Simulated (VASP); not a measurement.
## CoSbH4: single point with PBE

Crystal: CoSbH4.

```
Co Sb H
1.0
     3.05387    0.00000    0.00000
    -1.52694    2.64473    0.00000
     0.00000    0.00000    7.15573
Co Sb H
1 1 4
Direct
  0.00000 0.00000 0.50000
  0.00000 0.00000 0.00000
  0.33333 0.66667 0.50000
  0.66667 0.33333 0.50000
  0.00000 0.00000 0.27845
  0.00000 0.00000 0.72155
```

The cell was built from a structure type or drawn by symmetry, and may not be a known phase.

- Program: VASP 6.6.1
- Task: single point
- Functional: PBE
- Potentials or basis: VASP PAW PBE potentials, release 64 (Co, Sb, H)
- Cutoff: 520 eV
- k mesh: 5 × 5 × 3
- Occupations: gaussian, width 0.2 eV
- Spin: collinear spin, ferromagnetic start
- Starting moments: [3.0, 0.0, 0.0, 0.0, 0.0, 0.0] μB
- Dipole correction: no
- Further INCAR settings: ALGO = Normal; EDIFF = 1e-06; NBANDS = 22

The pressure is 0.2 GPa. The largest force is 0.011 eV/Å, the net moment is 0.13 μB per cell and the site moments are Co +0.14; Sb -0.00; H -0.00 μB. The valence electrons inside the program's atomic spheres are Co 8.38; Sb 2.42; H 0.52, 0.54 (each value once).

Forces in eV/Å, atoms in the order of the input:
```
Co   0.000  0.000  0.000
Sb   0.000  0.000  0.000
H    0.000  0.000  0.000
H    0.000  0.000  0.000
H    0.000  0.000 -0.011
H    0.000  0.000  0.011
```

Stress tensor (GPa, compression positive):
```
0.06 0.00 0.00
0.00 0.06 0.00
0.00 0.00 0.52
```

Levels at points of the mesh, in eV from the Fermi level:
Spin up:
```tsv
k point	band 6	band 7	band 8	band 9	band 10	band 11	band 12	band 13
(0.00, 0.00, 0.00)	-1.69	-0.61	-0.61	1.32	3.11	4.17	7.16	7.16
```
Spin down:
```csv
k point,band 5,band 6,band 7,band 8,band 9,band 10,band 11,band 12,band 13,band 14
"(0.00, 0.00, 0.00)",-1.51,-1.51,-0.53,-0.53,1.32,3.18,4.16,7.16,7.16,9.36
```

Wall time 46 s on 1 thread of Intel Xeon 8259CL (shared host), peak memory 0.2 GiB.

Caveat: the k points lie up to 0.48 Å⁻¹ apart; spin-orbit coupling is left out, which moves the levels of the heavy elements.
